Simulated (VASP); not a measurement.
# BaCd3Se4 (Pm-3m) in VASP: further runs

The runs below take BaCd3Se4 through single point, relaxation of cell and atoms, with PBE.

All numbers are computed with VASP 6.6.1; they aren't measurements. Logs are shortened: lines on timing, memory, paths and dates and some standing lists are left out, and cuts for length are marked.

## 1. The cell of the first run

The structure is cubic, space group Pm-3m (No. 221). The conventional cell has a = 6.081 Å, b = 6.081 Å, c = 6.081 Å, α = 90.00°, β = 90.00°, γ = 90.00°. Ba (site symmetry m-3m) has 6 Se at 3.04 Å within 4.0 Å. Cd (site symmetry 4/mmm) has 6 Se at 3.04 Å within 4.0 Å. Se (site symmetry 4/mmm) has 2 Ba at 3.04 Å and 4 Cd at 3.04 Å within 4.0 Å. Se (site symmetry m-3m) has 6 Cd at 3.04 Å within 4.0 Å.

## 2. Single point, PBE

Contents of INCAR:

```
SYSTEM = BaCd3Se4
PREC = Accurate
ENCUT = 520
EDIFF = 1E-6
ISMEAR = 0
SIGMA = 0.15
LREAL = .False.
LASPH = .True.
NELM = 60
ALGO = Normal
ISIF = 2
LWAVE = .False.
LCHARG = .False.
GGA = PE
NBANDS = 45
```

Contents of KPOINTS:

```
regular mesh
0
Gamma
  2 2 2
  0 0 0
```

Contents of POSCAR:

```
BaCd3Se4
1.0
    6.0814381897      0.0000000000      0.0000000000
    0.0000000000      6.0814381897      0.0000000000
    0.0000000000      0.0000000000      6.0814381897
Ba Cd Se
1 3 4
Direct
    0.0000000000      0.0000000000      0.0000000000
    0.0000000000      0.5000000000      0.5000000000
    0.5000000000      0.0000000000      0.5000000000
    0.5000000000      0.5000000000      0.0000000000
    0.5000000000      0.0000000000      0.0000000000
    0.5000000000      0.5000000000      0.5000000000
    0.0000000000      0.0000000000      0.5000000000
    0.0000000000      0.5000000000      0.0000000000
```

Potentials or basis: VASP PAW PBE potentials, release 64 (Ba_sv, Cd, Se).

Command:

```sh
cat potpaw_PBE.64/Ba_sv/POTCAR potpaw_PBE.64/Cd/POTCAR potpaw_PBE.64/Se/POTCAR > POTCAR
mpirun -np 1 vasp_std > vasp.out
```

OUTCAR:

```text
SYSTEM = BaCd3Se4
   PREC = Accurate
   ENCUT = 520
   EDIFF = 1E-6
   ISMEAR = 0
   LREAL = .False.
   LASPH = .True.
   NELM = 60
   ISIF = 2
   GGA = PE

 ion  position               nearest neighbor table
   1  0.000  0.000  0.000-   5 3.04   7 3.04   8 3.04   7 3.04   8 3.04   5 3.04
   2  0.000  0.500  0.500-   6 3.04   7 3.04   8 3.04   8 3.04   7 3.04   6 3.04
   3  0.500  0.000  0.500-   5 3.04   6 3.04   7 3.04   5 3.04   6 3.04   7 3.04
   4  0.500  0.500  0.000-   5 3.04   6 3.04   8 3.04   6 3.04   5 3.04   8 3.04
   5  0.500  0.000  0.000-   1 3.04   3 3.04   4 3.04   3 3.04   4 3.04   1 3.04
   6  0.500  0.500  0.500-   2 3.04   3 3.04   4 3.04   4 3.04   3 3.04   2 3.04
   7  0.000  0.000  0.500-   1 3.04   2 3.04   3 3.04   1 3.04   2 3.04   3 3.04
   8  0.000  0.500  0.000-   1 3.04   2 3.04   4 3.04   2 3.04   1 3.04   4 3.04

  LATTYP: Found a simple cubic cell.
 ALAT       =     6.0814381897

  Lattice vectors:

 A1 = (   6.0814381897,   0.0000000000,   0.0000000000)
 A2 = (   0.0000000000,   6.0814381897,   0.0000000000)
 A3 = (   0.0000000000,   0.0000000000,   6.0814381897)

Analysis of symmetry for initial positions (statically):
=====================================================================
 Subroutine PRICEL returns:
 Original cell was already a primitive cell.

 Routine SETGRP: Setting up the symmetry group for a
 simple cubic supercell.

 Subroutine GETGRP returns: Found 48 space group operations
 (whereof 48 operations were pure point group operations)
 out of a pool of 48 trial point group operations.

The static configuration has the point symmetry O_h .

Analysis of symmetry for dynamics (positions and initial velocities):
=====================================================================
 Subroutine PRICEL returns:
 Original cell was already a primitive cell.

 Routine SETGRP: Setting up the symmetry group for a
 simple cubic supercell.

 Subroutine GETGRP returns: Found 48 space group operations
 (whereof 48 operations were pure point group operations)
 out of a pool of 48 trial point group operations.

The dynamic configuration has the point symmetry O_h .

 Subroutine INISYM returns: Found 48 space group operations
 (whereof 48 operations are pure point group operations),
 and found     1 'primitive' translations

----------------------------------------------------------------------------------------

                                     Primitive cell

  volume of cell :     224.9152

[... 86 lines left out ...]
   ISYM   =      2    0-nonsym 1-usesym 2-fastsym
   POTIM  = 0.5000    time-step for ionic-motion
   TEBEG  =    0.0;   TEEND  =   0.0 temperature during run
   PSTRESS=    0.0 pullay stress
   NELECT =      70.0000    total number of electrons
   NUPDOWN=      -1.0000    fix difference up-down
   EMIN   =  10.00;   EMAX   =-10.00  energy-range for DOS
   EFERMI =   0.00;   METHOD = LEGACY
   ISMEAR =     0;   SIGMA  =   0.15  broadening in eV -4-tet -1-fermi 0-gaus
   EFERMI_NEDOS =   21; number of points for ismear=-14 and -15
   IALGO  =     38    algorithm
   IMIX   =      4    mixing-type and parameters
     AMIX     =   0.40;   BMIX     =  1.00
     AMIX_MAG =   1.60;   BMIX_MAG =  1.00
  volume/ion in A,a.u.               =      28.11       189.73
  Fermi-wavevector in a.u.,A,eV,Ry     =   1.109433  2.096525 16.746627  1.230842
  Thomas-Fermi vector in A             =   2.245973
   LORBIT       =      0    0 simple, 1 ext, 2 COOP (PROOUT), +10 PAW based schemes
   GGA     = PE    functional components
   LHFCALC =     F    Hartree Fock is set to
   AEXX    =    0.0000 exact exchange contribution
   IVDW    =     0    specifies the selected vdW correction
   LEPSILON=     F    determine dielectric tensor
   LRPA    =     F    only Hartree local field effects (RPA)
 non-spin polarized calculation
 Gauss-broadening in eV      SIGMA  =   0.15
  energy-cutoff  :      520.00
  volume of cell :      224.92
 maximum number of plane-waves:      6088
 NGX is ok and might be reduce to    48
   NGX = 23   NGY = 23   NGZ = 23

 number of electron      69.9999966 magnetization

 Free energy of the ion-electron system (eV)
  ---------------------------------------------------
  ext. energy  EPLUGINS =         0.00000000
  ---------------------------------------------------
  free energy    TOTEN  =       -23.62097113 eV

  energy without entropy =      -23.49605893  energy(sigma->0) =      -23.55851503

 E-fermi :   1.3671     XC(G=0):  -9.2911

 val. band max:        1.3042124951   @ k =   0.0000   0.0000   0.0000
 cond. band min:       3.4876384919   @ k =   0.5000   0.0000   0.0000
 fundamental gap:      2.1834259968
 Fermi energy:         1.3671253259

 k-point     1 :       0.0000    0.0000    0.0000
  band No.  band energies     occupation
      1     -24.6872      2.00000
      2     -10.5524      2.00000
      3     -10.2159      2.00000
      4     -10.2159      2.00000
      5     -10.2159      2.00000
      6     -10.1839      2.00000
[... 181 lines left out ...]
     44       6.4639      0.00000
     45       6.4639      0.00000

------------------------ aborting loop because EDIFF is reached ----------------------------------------

  FORCE on cell =-STRESS in cart. coord.  units (eV):
  Direction    XX          YY          ZZ          XY          YZ          ZX
  --------------------------------------------------------------------------------------
  -------------------------------------------------------------------------------------
  Total        0.9496325      0.9496325      0.9496325     -0.0000000     -0.0000000      0.0000000
  in kB        6.7646803      6.7646803      6.7646803     -0.0000000     -0.0000000      0.0000000
  external PRESSURE =       6.7646803 kB  Pullay stress =       0.0000000 kB

 VOLUME and BASIS-vectors are now :
 -----------------------------------------------------------------------------
  energy-cutoff  :      520.00
  volume of cell :      224.92
      direct lattice vectors                 reciprocal lattice vectors
     6.081438190  0.000000000  0.000000000     0.164434788  0.000000000  0.000000000
     0.000000000  6.081438190  0.000000000     0.000000000  0.164434788  0.000000000
     0.000000000  0.000000000  6.081438190     0.000000000  0.000000000  0.164434788

 POSITION                                       TOTAL-FORCE (eV/Angst)
 -----------------------------------------------------------------------------------
      0.00000      0.00000      0.00000         0.000000      0.000000      0.000000
      0.00000      3.04072      3.04072         0.000000      0.000000      0.000000
      3.04072      0.00000      3.04072         0.000000      0.000000      0.000000
      3.04072      3.04072      0.00000         0.000000      0.000000      0.000000
      3.04072      0.00000      0.00000         0.000000      0.000000      0.000000
      3.04072      3.04072      3.04072         0.000000      0.000000      0.000000
      0.00000      0.00000      3.04072         0.000000      0.000000      0.000000
      0.00000      3.04072      0.00000         0.000000      0.000000      0.000000
 -----------------------------------------------------------------------------------
    total drift:                                0.000000      0.000000     -0.000000

  FREE ENERGIE OF THE ION-ELECTRON SYSTEM (eV)
  ---------------------------------------------------
  free  energy   TOTEN  =       -23.6209711318 eV

  energy  without entropy=      -23.4960589298  energy(sigma->0) =      -23.55851503
```

It took 73 s on 1 thread of AMD EPYC 7R43 (Zen 3), shared host; peak memory 0.29 GiB.

What came out:

```
Free energy : -23.6210 eV
Pressure    : 0.7 GPa
```

Levels at points of the mesh, in eV from the Fermi level:
```csv
k point,band 33,band 34,band 35,band 36,band 37,band 38
"(0.00, 0.00, 0.00)",-0.42,-0.39,-0.39,-0.06,-0.06,-0.06
"(0.50, 0.00, 0.00)",-1.03,-0.14,-0.14,2.12,2.19,2.37
"(0.50, 0.50, 0.00)",-0.20,-0.11,-0.11,3.10,3.49,3.49
"(0.50, 0.50, 0.50)",-0.11,-0.11,-0.11,3.02,3.38,3.38
```

Caveat: the k points lie up to 0.52 Å⁻¹ apart; spin-orbit coupling is left out, which moves the levels of the heavy elements.

## 3. Single point, PBE

This run uses another cell than the first one, of 28.43 Å³/atom, 1.011 times its volume.

Contents of INCAR:

```
PREC = Accurate ; ENCUT = 520
EDIFF = 1E-6 ; ISMEAR = 0
SIGMA = 0.15 ; LREAL = F
LASPH = T ; NELM = 60
ALGO = Normal ; ISIF = 2
LWAVE = F ; LCHARG = F
GGA = PE ; NBANDS = 45
```

Contents of KPOINTS:

```
regular mesh
0
Gamma
  2 2 2
```

Contents of POSCAR:

```
BaCd3Se4
1.0
    6.1038439217      0.0000000000      0.0000000000
    0.0000000000      6.1038439217      0.0000000000
    0.0000000000      0.0000000000      6.1038439217
Ba Cd Se
1 3 4
Direct
    0.5000000000      0.5000000000      0.5000000000
    0.5000000000      0.0000000000      0.0000000000
    0.0000000000      0.5000000000      0.0000000000
    0.0000000000      0.0000000000      0.5000000000
    0.0000000000      0.5000000000      0.5000000000
    0.5000000000      0.0000000000      0.5000000000
    0.5000000000      0.5000000000      0.0000000000
    0.0000000000      0.0000000000      0.0000000000
```

Potentials or basis: VASP PAW PBE potentials, release 64 (Ba_sv, Cd, Se).

Command:

```sh
cat potpaw_PBE.64/Ba_sv/POTCAR potpaw_PBE.64/Cd/POTCAR potpaw_PBE.64/Se/POTCAR > POTCAR
mpirun -np 1 vasp_std > vasp.out
```

Wall time 68 s (1 thread of AMD EPYC 7R43 (Zen 3), shared host); peak memory 0.29 GiB.

The run converged. Its results:

- Free energy: -23.6276 eV
- Pressure: 0.2 GPa

Levels at points of the mesh, in eV from the Fermi level:
| k point | band 33 | band 34 | band 35 | band 36 | band 37 | band 38 |
| --- | --- | --- | --- | --- | --- | --- |
| (0.00, 0.00, 0.00) | -0.45 | -0.39 | -0.39 | -0.06 | -0.06 | -0.06 |
| (0.50, 0.00, 0.00) | -1.01 | -0.15 | -0.15 | 2.09 | 2.15 | 2.33 |
| (0.50, 0.50, 0.00) | -0.19 | -0.11 | -0.11 | 3.07 | 3.45 | 3.45 |
| (0.50, 0.50, 0.50) | -0.11 | -0.11 | -0.11 | 3.03 | 3.38 | 3.38 |

Caveat: the k points lie up to 0.51 Å⁻¹ apart; spin-orbit coupling is left out, which moves the levels of the heavy elements.

(Continued in part 2 of 2.)
